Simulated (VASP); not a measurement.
# CsCl (Pm-3m) in VASP: further runs

Runs on CsCl. Level: PBE. Tasks: single point.

Everything below comes from runs of VASP 6.6.1. Logs are shortened: lines on timing, memory, paths and dates and some standing lists are left out, and cuts for length are marked.

## 1. The cell of the first run

Symmetry: Pm-3m, No. 221, cubic system. Conventional cell: a = 4.141 Å, b = 4.141 Å, c = 4.141 Å, α = 90.00°, β = 90.00°, γ = 90.00°. Within 4.7 Å of Cs (site symmetry m-3m) lie 8 Cl at 3.59 Å and 6 Cs at 4.14 Å. Cl (site symmetry m-3m) has 8 Cs at 3.59 Å and 6 Cl at 4.14 Å within 4.7 Å.

## 2. Single point, PBE

The input, INCAR:

```
  ALGO = Normal
  EDIFF = 1E-6
  ENCUT = 500
  GGA = PE
  GGA_COMPAT = F
  ISIF = 2
  ISMEAR = 0
  LASPH = T
  LCHARG = F
  LREAL = F
  LWAVE = F
  NBANDS = 15
  NELM = 120
  PREC = Accurate
  SIGMA = 0.01
```

The input, KPOINTS:

```
k-points
0
Gamma
  4 4 4
```

The input, POSCAR:

```
CsCl
1.0
    4.1406758806      0.0000000000      0.0000000000
    0.0000000000      4.1406758806      0.0000000000
    0.0000000000      0.0000000000      4.1406758806
Cs Cl
1 1
Direct
    0.0000000000      0.0000000000      0.0000000000
    0.5000000000      0.5000000000      0.5000000000
```

Potentials or basis: VASP PAW PBE potentials, release 64 (Cs_sv, Cl).

Launch:

```
> cat potpaw_PBE.64/Cs_sv/POTCAR potpaw_PBE.64/Cl/POTCAR > POTCAR
> mpirun -np 1 vasp_std > vasp.out
```

OUTCAR:

```text
EDIFF = 1E-6
   ENCUT = 500
   GGA = PE
   ISIF = 2
   ISMEAR = 0
   LASPH = T
   LREAL = F
   NELM = 120
   PREC = Accurate

 ion  position               nearest neighbor table
   1  0.000  0.000  0.000-
   2  0.500  0.500  0.500-

  LATTYP: Found a simple cubic cell.
 ALAT       =     4.1406758806

  Lattice vectors:

 A1 = (   4.1406758806,   0.0000000000,   0.0000000000)
 A2 = (   0.0000000000,   4.1406758806,   0.0000000000)
 A3 = (   0.0000000000,   0.0000000000,   4.1406758806)

Analysis of symmetry for initial positions (statically):
=====================================================================
 Subroutine PRICEL returns:
 Original cell was already a primitive cell.

 Routine SETGRP: Setting up the symmetry group for a
 simple cubic supercell.

 Subroutine GETGRP returns: Found 48 space group operations
 (whereof 48 operations were pure point group operations)
 out of a pool of 48 trial point group operations.

The static configuration has the point symmetry O_h .

Analysis of symmetry for dynamics (positions and initial velocities):
=====================================================================
 Subroutine PRICEL returns:
 Original cell was already a primitive cell.

 Routine SETGRP: Setting up the symmetry group for a
 simple cubic supercell.

 Subroutine GETGRP returns: Found 48 space group operations
 (whereof 48 operations were pure point group operations)
 out of a pool of 48 trial point group operations.

The dynamic configuration has the point symmetry O_h .

 Subroutine INISYM returns: Found 48 space group operations
 (whereof 48 operations are pure point group operations),
 and found     1 'primitive' translations

----------------------------------------------------------------------------------------

                                     Primitive cell

  volume of cell :      70.9927

  direct lattice vectors                    reciprocal lattice vectors
     4.140675881  0.000000000  0.000000000     0.241506466  0.000000000  0.000000000
     0.000000000  4.140675881  0.000000000     0.000000000  0.241506466  0.000000000
     0.000000000  0.000000000  4.140675881     0.000000000  0.000000000  0.241506466

  length of vectors
     4.140675881  4.140675881  4.140675881     0.241506466  0.241506466  0.241506466

  position of ions in fractional coordinates (direct lattice)
     0.000000000  0.000000000  0.000000000
     0.500000000  0.500000000  0.500000000

  ion indices of the primitive-cell ions
   primitive index   ion index
                 1           1
                 2           2

----------------------------------------------------------------------------------------

 KPOINTS: k-points

Automatic generation of k-mesh.
 Grid dimensions read from file:
 generate k-points for:    4    4    4

 Generating k-lattice:

  Cartesian coordinates                     Fractional coordinates (reciprocal lattice)
     0.060376617  0.000000000  0.000000000     0.250000000  0.000000000  0.000000000
     0.000000000  0.060376617  0.000000000     0.000000000  0.250000000  0.000000000
     0.000000000  0.000000000  0.060376617     0.000000000  0.000000000  0.250000000

  Length of vectors
     0.060376617  0.060376617  0.060376617

  Shift w.r.t. Gamma in fractional coordinates (k-lattice)
     0.000000000  0.000000000  0.000000000

 Subroutine IBZKPT returns following result:
 ===========================================

 Found     10 irreducible k-points:

 Following reciprocal coordinates:
            Coordinates               Weight
  0.000000  0.000000  0.000000      1.000000
  0.250000  0.000000  0.000000      6.000000
  0.500000  0.000000  0.000000      3.000000
  0.250000  0.250000  0.000000     12.000000
  0.500000  0.250000  0.000000     12.000000
  0.500000  0.500000  0.000000      3.000000
  0.250000  0.250000  0.250000      8.000000
  0.500000  0.250000  0.250000     12.000000
  0.500000  0.500000  0.250000      6.000000
  0.500000  0.500000  0.500000      1.000000
   k-points           NKPTS =     10   k-points in BZ     NKDIM =     10   number of bands    NBANDS=     15
   number of dos      NEDOS =    301   number of ions     NIONS =      2
   total plane-waves  NPLWV =  27000
   dimension x,y,z NGX =    30 NGY =   30 NGZ =   30
   dimension x,y,z NGXF=    60 NGYF=   60 NGZF=   60
   ions per type =               1   1
   NGX,Y,Z   is equivalent  to a cutoff of  12.04, 12.04, 12.04 a.u.
   NGXF,Y,Z  is equivalent  to a cutoff of  24.09, 24.09, 24.09 a.u.
 SYSTEM =  unknown system
   PREC   = accura    normal or accurate (medium, high low for compatibility)
   ISTART =      0    job   : 0-new  1-cont  2-samecut
   ICHARG =      2    charge: 1-file 2-atom 10-const
   ISPIN  =      1    spin polarized calculation?
   LNONCOLLINEAR =      F non collinear calculations
   LSORBIT =      F    spin-orbit coupling
   LASPH  =      T    aspherical Exc in radial PAW
   ENCUT  =  500.0 eV  36.75 Ry    6.06 a.u.   7.55  7.55  7.55*2*pi/ulx,y,z
   NELM   =    120;   NELMIN=  2; NELMDL= -5     # of ELM steps
   EDIFF  = 0.1E-05   stopping-criterion for ELM
   LREAL  =      F    real-space projection
   EDIFFG = 0.1E-04   stopping-criterion for IOM
   NSW    =      0    number of steps for IOM
   IBRION =     -1    ionic relax: 0-MD 1-quasi-New 2-CG
   NFREE  =      0    steps in history (QN), initial steepest desc. (CG)
   ISIF   =      2    stress and relaxation
   ISYM   =      2    0-nonsym 1-usesym 2-fastsym
   POTIM  = 0.5000    time-step for ionic-motion
   TEBEG  =    0.0;   TEEND  =   0.0 temperature during run
   PSTRESS=    0.0 pullay stress
   NELECT =      16.0000    total number of electrons
   NUPDOWN=      -1.0000    fix difference up-down
   EMIN   =  10.00;   EMAX   =-10.00  energy-range for DOS
   EFERMI =   0.00;   METHOD = LEGACY
   ISMEAR =     0;   SIGMA  =   0.01  broadening in eV -4-tet -1-fermi 0-gaus
   EFERMI_NEDOS =   21; number of points for ismear=-14 and -15
   IALGO  =     38    algorithm
   IMIX   =      4    mixing-type and parameters
     AMIX     =   0.40;   BMIX     =  1.00
     AMIX_MAG =   1.60;   BMIX_MAG =  1.00
  volume/ion in A,a.u.               =      35.50       239.54
  Fermi-wavevector in a.u.,A,eV,Ry     =   0.996270  1.882677 13.504508  0.992553
  Thomas-Fermi vector in A             =   2.128347
   LORBIT       =      0    0 simple, 1 ext, 2 COOP (PROOUT), +10 PAW based schemes
   GGA     = PE    functional components
   LHFCALC =     F    Hartree Fock is set to
   AEXX    =    0.0000 exact exchange contribution
   IVDW    =     0    specifies the selected vdW correction
   LEPSILON=     F    determine dielectric tensor
   LRPA    =     F    only Hartree local field effects (RPA)
 non-spin polarized calculation
 Gauss-broadening in eV      SIGMA  =   0.01
  energy-cutoff  :      500.00
  volume of cell :       70.99
 maximum number of plane-waves:      1856
   NGX = 15   NGY = 15   NGZ = 15

 number of electron      15.9999997 magnetization

 Free energy of the ion-electron system (eV)
  ---------------------------------------------------
  ext. energy  EPLUGINS =         0.00000000
  ---------------------------------------------------
  free energy    TOTEN  =        -6.53182134 eV

  energy without entropy =       -6.53182134  energy(sigma->0) =       -6.53182134

 E-fermi :  -0.2756     XC(G=0):  -8.1982

 val. band max:       -0.3826427798   @ k =   0.0000   0.0000   0.0000
 cond. band min:       4.8192349386   @ k =   0.0000   0.0000   0.0000
 fundamental gap:      5.2018777184
 Fermi energy:        -0.2755746370

 k-point     1 :       0.0000    0.0000    0.0000
  band No.  band energies     occupation
      1     -19.7827      2.00000
      2     -12.5430      2.00000
      3      -6.2784      2.00000
      4      -6.2784      2.00000
      5      -6.2784      2.00000
      6      -0.3826      2.00000
      7      -0.3826      2.00000
      8      -0.3826      2.00000
      9       4.8192      0.00000
     10       5.0225      0.00000
     11       5.0225      0.00000
     12       9.5979      0.00000
     13       9.5979      0.00000
     14       9.5979      0.00000
     15      12.7758      0.00000

 k-point     2 :       0.2500    0.0000    0.0000
  band No.  band energies     occupation
      1     -19.7442      2.00000
      2     -12.5615      2.00000
      3      -6.5555      2.00000
      4      -6.2124      2.00000
      5      -6.2124      2.00000
      6      -1.0168      2.00000
      7      -0.4923      2.00000
      8      -0.4923      2.00000
      9       5.4171      0.00000
     10       5.9750      0.00000
     11       6.4425      0.00000
     12       9.2321      0.00000
     13       9.2321      0.00000
     14       9.9269      0.00000
     15      10.4443      0.00000

 k-point     3 :       0.5000    0.0000    0.0000
  band No.  band energies     occupation
      1     -19.7050      2.00000
      2     -12.5838      2.00000
      3      -6.7954      2.00000
      4      -6.1435      2.00000
      5      -6.1435      2.00000
      6      -1.5238      2.00000
      7      -0.6079      2.00000
      8      -0.6079      2.00000
      9       6.0232      0.00000
     10       7.1636      0.00000
     11       8.4201      0.00000
     12       8.8903      0.00000
     13       9.0662      0.00000
     14       9.0662      0.00000
     15      10.3875      0.00000

 k-point     4 :       0.2500    0.2500    0.0000
  band No.  band energies     occupation
      1     -19.7085      2.00000
      2     -12.5410      2.00000
      3      -6.6720      2.00000
      4      -6.4925      2.00000
      5      -6.1579      2.00000
      6      -1.0582      2.00000
      7      -0.6327      2.00000
      8      -0.5047      2.00000
      9       5.8717      0.00000
     10       6.4856      0.00000
     11       7.1747      0.00000
     12       8.3788      0.00000
     13       8.7954      0.00000
     14       9.4687      0.00000
     15      11.0247      0.00000

 k-point     5 :       0.5000    0.2500    0.0000
  band No.  band energies     occupation
      1     -19.6721      2.00000
      2     -12.5222      2.00000
      3      -6.9056      2.00000
      4      -6.6179      2.00000
      5      -6.1018      2.00000
      6      -1.1399      2.00000
      7      -0.7264      2.00000
      8      -0.5224      2.00000
      9       6.0229      0.00000
     10       6.5378      0.00000
     11       8.1215      0.00000
     12       8.2180      0.00000
     13       8.4661      0.00000
     14       9.9557      0.00000
     15      11.3738      0.00000

 k-point     6 :       0.5000    0.5000    0.0000
  band No.  band energies     occupation
      1     -19.6386      2.00000
      2     -12.4580      2.00000
      3      -7.0222      2.00000
      4      -7.0222      2.00000
      5      -6.0593      2.00000
      6      -0.8068      2.00000
      7      -0.8068      2.00000
      8      -0.4320      2.00000
      9       5.5542      0.00000
     10       5.6310      0.00000
     11       7.5820      0.00000
     12       7.5820      0.00000
     13      11.4528      0.00000
     14      11.4528      0.00000
     15      11.7524      0.00000

 k-point     7 :       0.2500    0.2500    0.2500
  band No.  band energies     occupation
      1     -19.6745      2.00000
      2     -12.5063      2.00000
      3      -6.5821      2.00000
      4      -6.5821      2.00000
      5      -6.5095      2.00000
      6      -0.8410      2.00000
      7      -0.8410      2.00000
      8      -0.8281      2.00000
      9       7.1573      0.00000
     10       7.3276      0.00000
     11       7.3276      0.00000
     12       7.9925      0.00000
     13       8.0857      0.00000
     14       8.0857      0.00000
     15      12.9336      0.00000

 k-point     8 :       0.5000    0.2500    0.2500
  band No.  band energies     occupation
      1     -19.6400      2.00000
      2     -12.4718      2.00000
      3      -6.9061      2.00000
      4      -6.5812      2.00000
      5      -6.4866      2.00000
      6      -1.1039      2.00000
      7      -1.0556      2.00000
      8      -0.6435      2.00000
      9       6.7152      0.00000
     10       7.2684      0.00000
     11       7.4902      0.00000
     12       7.9796      0.00000
     13       8.6520      0.00000
     14      10.2736      0.00000
     15      12.2991      0.00000

 k-point     9 :       0.5000    0.5000    0.2500
  band No.  band energies     occupation
      1     -19.6075      2.00000
      2     -12.4197      2.00000
      3      -6.9130      2.00000
      4      -6.9130      2.00000
      5      -6.4467      2.00000
      6      -1.1281      2.00000
      7      -1.1281      2.00000
      8      -0.9914      2.00000
      9       6.8058      0.00000
     10       7.2085      0.00000
     11       7.7416      0.00000
     12       7.7416      0.00000
     13      10.8163      0.00000
     14      10.8163      0.00000
     15      11.8561      0.00000

 k-point    10 :       0.5000    0.5000    0.5000
  band No.  band energies     occupation
      1     -19.5760      2.00000
      2     -12.3807      2.00000
      3      -6.7948      2.00000
      4      -6.7948      2.00000
      5      -6.7948      2.00000
      6      -1.4471      2.00000
      7      -1.4471      2.00000
      8      -1.4471      2.00000
      9       8.0554      0.00000
     10       8.0554      0.00000
     11       8.0554      0.00000
     12      10.0710      0.00000
     13      10.0710      0.00000
     14      10.0710      0.00000
     15      11.9667      0.00000

------------------------ aborting loop because EDIFF is reached ----------------------------------------

  FORCE on cell =-STRESS in cart. coord.  units (eV):
  Direction    XX          YY          ZZ          XY          YZ          ZX
  --------------------------------------------------------------------------------------
  -------------------------------------------------------------------------------------
  Total        0.3464632      0.3464632      0.3464632     -0.0000000     -0.0000000      0.0000000
  in kB        7.8190505      7.8190505      7.8190505     -0.0000000     -0.0000000      0.0000000
  external PRESSURE =       7.8190505 kB  Pullay stress =       0.0000000 kB

 VOLUME and BASIS-vectors are now :
 -----------------------------------------------------------------------------
  energy-cutoff  :      500.00
  volume of cell :       70.99
      direct lattice vectors                 reciprocal lattice vectors
     4.140675881  0.000000000  0.000000000     0.241506466  0.000000000  0.000000000
     0.000000000  4.140675881  0.000000000     0.000000000  0.241506466  0.000000000
     0.000000000  0.000000000  4.140675881     0.000000000  0.000000000  0.241506466

 POSITION                                       TOTAL-FORCE (eV/Angst)
 -----------------------------------------------------------------------------------
      0.00000      0.00000      0.00000         0.000000      0.000000      0.000000
      2.07034      2.07034      2.07034         0.000000      0.000000      0.000000
 -----------------------------------------------------------------------------------
    total drift:                                0.000000      0.000000      0.000000

  FREE ENERGIE OF THE ION-ELECTRON SYSTEM (eV)
  ---------------------------------------------------
  free  energy   TOTEN  =        -6.5318213444 eV

  energy  without entropy=       -6.5318213444  energy(sigma->0) =       -6.53182134
```

It took 18 s on 1 thread of AMD EPYC 7R13, shared host; peak memory 0.13 GiB.

What came out:

```yaml
Free_energy: -6.5318 eV
Pressure: 0.8 GPa
Band_gap_on_the_k_mesh: 5.20 eV, direct
```

Levels at points of the mesh, in eV from the valence-band top:
```
           k point  band 5  band 6  band 7  band 8  band 9  band 10  band 11  band 12
(0.00, 0.00, 0.00)   -5.90    0.00    0.00    0.00    5.20     5.41     5.41     9.98
(0.50, 0.00, 0.00)   -5.76   -1.14   -0.23   -0.23    6.41     7.55     8.80     9.27
(0.50, 0.50, 0.00)   -5.68   -0.42   -0.42   -0.05    5.94     6.01     7.96     7.96
(0.50, 0.50, 0.50)   -6.41   -1.06   -1.06   -1.06    8.44     8.44     8.44    10.45
```

Caveat: spin-orbit coupling is left out, which moves the levels of the heavy elements.

(Continued in part 2 of 2.)
